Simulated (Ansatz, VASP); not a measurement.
**As: VASP beside Ansatz**

INCAR

```
PREC = Accurate
ENCUT = 520
EDIFF = 1E-6
ISMEAR = -1
SIGMA = 0.05
LREAL = False
LASPH = True
NELM = 100
ALGO = Normal
ISIF = 2
LWAVE = False
LCHARG = True
GGA = PS
LELF = True
LVHAR = True
NBANDS = 12
```

File KPOINTS:

```
Automatic mesh
0
Gamma
  12 12 12
```

POSCAR

```
As
1.0
    1.9081937908      1.1016961988      3.7650727696
   -1.9081937908      1.1016961988      3.7650727696
    0.0000000000     -2.2033923975      3.7650727696
As
2
Direct
    0.2244335900      0.2244335900      0.2244335900
    0.7755664100      0.7755664100      0.7755664100
```

Input for Ansatz:

```yaml
crystal:
  lattice:
    - [1.9081937908, 1.1016961988, 3.7650727696]
    - [-1.9081937908, 1.1016961988, 3.7650727696]
    - [0.0, -2.2033923975, 3.7650727696]
  atoms:
    - { symbol: As, position: [0.22443359, 0.22443359, 0.22443359] }
    - { symbol: As, position: [0.77556641, 0.77556641, 0.77556641] }
kpoints:
  mp_grid: { grid: [12, 12, 12] }
scf:
  occupations: { method: fermi_dirac, width: 0.05 }
hamiltonian:
  xc: pbesol
  pseudopotentials: { kind: all_electron, lapw: { basis_error: 0.0005 } }
output:
  forces: true
  stress: true
  eigenvalues: true
```

Change from the starting cell: volume scaled by 1.05.

Alike in both runs: task single point; functional PBEsol; k mesh 12 × 12 × 12; occupations fermi-dirac, width 0.05 eV; no spin polarisation.

```csv
,VASP,Ansatz
version,VASP 6.6.1,Ansatz 0.2.0
potentials or method,"VASP PAW PBE potentials, release 64 (As), cutoff 520 eV","all-electron LAPW, scalar-relativistic"
```

```tsv
	VASP	Ansatz	Ansatz less VASP
pressure (GPa)	-4.1	-4.4	-0.29
traceless stress, the component that is largest in VASP (GPa)	0.08	0.16	+0.080
rms of the force components (eV/Å)	0.064	0.097	+0.0331
```

VASP's potentials were made for PBE, not for PBEsol. Atom by atom the forces differ by 0.033 eV/Å (rms over components). Ansatz ran all-electron here, and VASP with PAW potentials.
